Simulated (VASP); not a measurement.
A run of VASP 6.6.1 is set up as follows.

The input INCAR:

```
ALGO = Normal ; EDIFF = 1E-6
EDIFFG = -0.04 ; ENCUT = 600
GGA = PE ; IBRION = 2
ISIF = 3 ; ISMEAR = 0
LASPH = T ; LCHARG = F
LREAL = F ; LWAVE = F
NELM = 100 ; NSW = 90
PREC = Accurate ; SIGMA = 0.1
```

File KPOINTS:

```
k-points
0
Gamma
  6 6 6
```

POSCAR

```
TiBr
1.0
    3.2791999465      0.0000000000      0.0000000000
    0.0000000000      3.2791999465      0.0000000000
    0.0000000000      0.0000000000      3.2791999465
Ti Br
1 1
Direct
    0.0000000000      0.0000000000      0.0000000000
    0.5000000000      0.5000000000      0.5000000000
```

Potentials or basis: VASP PAW PBE potentials, release 64 (Ti_sv, Br).

The run is started by

```sh
$ cat potpaw_PBE.64/Ti_sv/POTCAR potpaw_PBE.64/Br/POTCAR > POTCAR
$ mpirun -np 1 vasp_std > vasp.out
```

(1) Estimate the space group after relaxing (to 0.05 Å).

(2) What does it give for the relaxed cell?

(3) Predict the relaxed volume.

Answers

(1) Pm-3m (No. 221).

(2) a = 3.269 Å, b = 3.269 Å, c = 3.269 Å, α = 90.00°, β = 90.00°, γ = 90.00°.

(3) 17.46 Å³/atom.

Caveat: an odd number of electrons without spin polarisation forces a metal; a magnetic or distorted state may lie lower.
